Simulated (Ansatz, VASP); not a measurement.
**C21O: VASP beside Ansatz**

```xyz
22
Lattice="5.0304 0.0000 0.0000 0.0000 3.5570 0.0000 0.0000 0.0000 23.8251" Properties=species:S:1:pos:R:3 pbc="T T T"
C     1.2576    0.0000    4.0000
C     3.7728    0.0000    4.0000
C     0.0000    0.8893    4.0000
C     2.5152    0.8893    4.0000
C     0.0000    1.7785    5.2576
C     2.5152    1.7785    5.2576
C     1.2576    2.6678    5.2576
C     3.7728    2.6678    5.2576
C     1.2576    0.0085    6.5119
C     3.7728    0.0085    6.5119
C     0.0000    0.8808    6.5119
C     2.5152    0.8808    6.5119
C     0.0000    1.8122    7.8044
C     2.5152    1.8122    7.8044
C     1.2576    2.6341    7.8044
C     3.7728    2.6341    7.8044
C     1.2576    0.1020    8.8751
C     3.7728    0.1020    8.8751
C     0.0000    0.7873    8.8751
C     2.5152    0.7873    8.8751
C     1.2576    0.9912   13.2251
O     1.2576    0.9912   12.0751
```

Alike in both runs: task single point; functional PBE; dispersion D3(BJ); k mesh 5 × 8 × 1; occupations gaussian, width 0.05 eV; no spin polarisation.

|  | VASP | Ansatz |
| --- | --- | --- |
| version | VASP 6.6.1 | Ansatz 0.2.0 |
| potentials or method | VASP PAW PBE potentials, release 64 (C, O), cutoff 520 eV | scalar-relativistic, plane waves, PAW |
| valence electrons in the cell | 90 | 90 |

```tsv
	VASP	Ansatz	Ansatz less VASP
gap on the k mesh at the Fermi level (eV)	none	none	-
rms of the force components (eV/Å)	1.138	1.167	+0.0287
```

A gap of «none» marks a metal or a gap that the smearing closes.

Noted on VASP's run: the standard files for N, O and F lose accuracy on very short bonds.
